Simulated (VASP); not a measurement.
**I: single point with r2SCAN**

I:

```xyz
4
Lattice="3.5608 -2.3461 0.0000 3.5608 2.3461 0.0000 0.0000 0.0000 9.5935" Properties=species:S:1:pos:R:3 pbc="T T T"
I     3.5608   -0.7006    3.6877
I     3.5608    1.6456    1.1090
I     3.5608    0.7006    5.9058
I     3.5608   -1.6456    8.4845
```

| Quantity | Value |
| --- | --- |
| Program | VASP 6.6.1 |
| Task | single point |
| Functional | r2SCAN |
| Potentials or basis | VASP PAW PBE potentials, release 64 (I) |
| Cutoff | 520 eV |
| k mesh | 7 × 7 × 3 |
| Occupations | fermi-dirac, width 0.05 eV |
| Spin | no spin polarisation |
| Dipole correction | no |
| Further INCAR settings | ALGO = Normal; EDIFF = 1e-06; NBANDS = 22 |

```yaml
Pressure: 3.3 GPa
Largest_force: 1.229 eV/Å
Band_gap_on_the_k_mesh: 1.72 eV, indirect (least direct gap 1.85 eV)
```

Forces in eV/Å, atoms in the order of the input:
```
I    0.000 -0.661 -1.035
I    0.000 -0.661  1.035
I    0.000  0.661  1.035
I    0.000  0.661 -1.035
```

Stress tensor (GPa, compression positive):
```
1.17 0.00 0.00
0.00 2.84 0.00
0.00 0.00 5.76
```

Levels at points of the mesh, in eV from the valence-band top:
| k point | band 10 | band 11 | band 12 | band 13 | band 14 | band 15 | band 16 | band 17 | band 18 | band 19 |
| --- | --- | --- | --- | --- | --- | --- | --- | --- | --- | --- |
| (0.00, 0.00, 0.00) | -1.29 | -1.19 | -0.59 | -0.07 | 0.00 | 1.85 | 2.71 | 5.57 | 5.88 | 6.01 |

It took 4 min on 1 thread of Intel Xeon 6975P-C, on a shared host, peak memory 0.32 GiB.

Caveat: the PAW data sets were made with another functional, which shifts forces and pressure a little; spin-orbit coupling is left out, which moves the levels of the heavy elements. r2SCAN opens gaps a little over a GGA but as a rule still falls short of measured ones.
